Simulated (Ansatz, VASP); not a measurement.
## N in VASP and in Ansatz

```
CELL_PARAMETERS angstrom
15.00000 0.00000 0.00000
0.00000 15.50000 0.00000
0.00000 0.00000 16.00000
ATOMIC_POSITIONS crystal
N 0.50180 0.49905 0.46673
N 0.49820 0.50095 0.53327
```

Alike in both runs: task relaxation of the atoms; functional PBE; k mesh 1 × 1 × 1; occupations gaussian, width 0.005 eV; no spin polarisation.

|  | VASP | Ansatz |
| --- | --- | --- |
| version | VASP 6.6.1 | Ansatz 0.2.0 |
| potentials or method | VASP PAW PBE potentials, release 64 (N), cutoff 520 eV | scalar-relativistic, plane waves, PAW |
| valence electrons in the cell | 10 | 10 |

Ansatz gave:

| Item | Value |
| --- | --- |
| gap on the k mesh at the Fermi level, each at its own relaxed structure (eV) | 8.24 |

Problem. What did VASP give for the same quantities?

Solution. gap on the k mesh at the Fermi level, each at its own relaxed structure (eV): 8.07.

Noted on VASP's run: the standard files for N, O and F lose accuracy on very short bonds.
